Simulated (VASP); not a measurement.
Input of a VASP 6.6.1 run:

The input POSCAR:

```
Si
1.0
   -2.2765174123      2.2765174123      1.2229241587
    2.2765174123     -2.2765174123      1.2229241587
    2.2765174123      2.2765174123     -1.2229241587
Si
2
Direct
    0.2500000000      0.7500000000      0.5000000000
    0.5000000000      0.5000000000      0.0000000000
```

INCAR.step1

```
  ALGO = Normal
  EDIFF = 1E-4
  ENCUT = 520
  GGA = PE
  ISMEAR = 0
  LASPH = T
  LCHARG = F
  LREAL = F
  LWAVE = T
  NBANDS = 11
  NELM = 100
  PREC = Accurate
  SIGMA = 0.15
```

Contents of INCAR.step2:

```
  ALGO = Normal
  EDIFF = 1E-7
  ENCUT = 520
  ISIF = 2
  ISMEAR = 0
  ISTART = 1
  LASPH = T
  LCHARG = F
  LMIXTAU = T
  LREAL = F
  LWAVE = F
  METAGGA = R2SCAN
  NBANDS = 11
  NELM = 100
  PREC = Accurate
  SIGMA = 0.15
```

The input KPOINTS:

```
k-points
0
Gamma
  20 20 20
```

Potentials or basis: VASP PAW PBE potentials, release 64 (Si).

Launch:

```sh
$ cat potpaw_PBE.64/Si/POTCAR > POTCAR
$ cp INCAR.step1 INCAR
$ mpirun -np 1 vasp_std > vasp.out
$ cp INCAR.step2 INCAR
$ mpirun -np 1 vasp_std > vasp.out
```

(1) Predict the pressure.

(2) Estimate the band gap on the k mesh.

Answers

(1) 30.2 GPa.

(2) zero (bands 4 and 5 overlap by 7.82 eV).

Caveat: the cell differs from its parent crystal (strain -0.040 along x and y, -0.080 along z); the cell stands under pressure; the PAW data sets were made with another functional, which shifts forces and pressure a little.
